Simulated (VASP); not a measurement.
# Yb: single point with PBE

Crystal: Yb.

```
Yb
1.0
     0.00000    4.14142    4.14142
     4.14142    0.00000    4.14142
     4.14142    4.14142    0.00000
Yb
2
Direct
  0.12500 0.12500 0.12500
  0.87500 0.87500 0.87500
```

This isn't the form of Yb at room conditions, which is fcc.

- Program: VASP 6.6.1
- Task: single point
- Functional: PBE
- Potentials or basis: VASP PAW PBE potentials, release 64 (Yb)
- Cutoff: 520 eV
- k mesh: 7 × 7 × 7
- Occupations: fermi-dirac, width 0.1 eV
- Spin: no spin polarisation
- Dipole correction: no
- Further INCAR settings: ALGO = Normal; EDIFF = 1e-06; NBANDS = 31

```
Pressure               : 0.4 GPa
Band gap on the k mesh : zero (bands 24 and 25 overlap by 1.14 eV)
```

Levels at points of the mesh, in eV from the Fermi level:
| k point | band 20 | band 21 | band 22 | band 23 | band 24 | band 25 | band 26 | band 27 | band 28 | band 29 |
| --- | --- | --- | --- | --- | --- | --- | --- | --- | --- | --- |
| (0.00, 0.00, 0.00) | -0.52 | -0.51 | -0.51 | -0.51 | 0.99 | 0.99 | 0.99 | 1.12 | 1.12 | 1.91 |

Run time: 7.5 min on 1 thread of Intel Xeon 8259CL, with other jobs on the host, peak memory 0.36 GiB.

Caveat: spin-orbit coupling is left out, which moves the levels of the heavy elements. Spin polarisation is off, so any magnetic state and its effect on volume and gap are missing.
